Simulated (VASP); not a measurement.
Write the native input for VASP 6.6.1 that does the following.

```
Task                   : single point
Functional             : r2SCAN
Potentials or basis    : VASP PAW PBE potentials, release 64 (Zn, Tl_d)
Cutoff                 : 520 eV
k mesh                 : 6 × 6 × 6
Occupations            : methfessel-paxton, width 0.05 eV
Spin                   : no spin polarisation
Dipole correction      : no
Further INCAR settings : ALGO = Normal; EDIFF = 1e-07; NBANDS = 34
```

Crystal: Tl3Zn.

```
Zn Tl
1.0
     5.41803    0.00000    0.00000
     2.70901    4.69215    0.00000
     2.70901    1.56405    4.42380
Zn Tl
1 3
Cartesian
  0.0000 0.0000 0.0000
  5.4180 3.1281 2.2119
  2.7090 1.5641 1.1060
  8.1270 4.6922 3.3179
```

The input as run:

POSCAR

```
Tl3Zn
1.0
    5.4180300000      0.0000000000      0.0000000000
    2.7090150000      4.6921516185      0.0000000000
    2.7090150000      1.5640505395      4.4238029704
Zn Tl
1 3
Direct
    0.0000000000      0.0000000000      0.0000000000
    0.5000000000      0.5000000000      0.5000000000
    0.2500000000      0.2500000000      0.2500000000
    0.7500000000      0.7500000000      0.7500000000
```

INCAR.step1

```
PREC = Accurate
ENCUT = 520
ISMEAR = 1
SIGMA = 0.05
LREAL = False
LASPH = True
NELM = 80
NBANDS = 34
GGA = PE
ALGO = Normal
EDIFF = 1E-4
LWAVE = True
LCHARG = False
```

INCAR.step2

```
PREC = Accurate
ENCUT = 520
EDIFF = 1E-7
ISMEAR = 1
SIGMA = 0.05
LREAL = False
LASPH = True
NELM = 80
ALGO = Normal
ISIF = 2
LWAVE = False
LCHARG = False
METAGGA = R2SCAN
LMIXTAU = True
NBANDS = 34
ISTART = 1
```

KPOINTS

```
regular mesh
0
Gamma
  6 6 6
```

Potentials or basis: VASP PAW PBE potentials, release 64 (Zn, Tl_d).

Run with:

```sh
$ cat potpaw_PBE.64/Zn/POTCAR potpaw_PBE.64/Tl_d/POTCAR > POTCAR
$ cp INCAR.step1 INCAR
$ mpirun -np 1 vasp_std > vasp.out
$ cp INCAR.step2 INCAR
$ mpirun -np 1 vasp_std > vasp.out
```

It gave:

The pressure is -0.6 GPa.

Caveat: the PAW data sets were made with another functional, which shifts forces and pressure a little.

It took 10 min on 1 thread of AMD EPYC 7R13, on a shared host, peak memory 0.25 GiB.
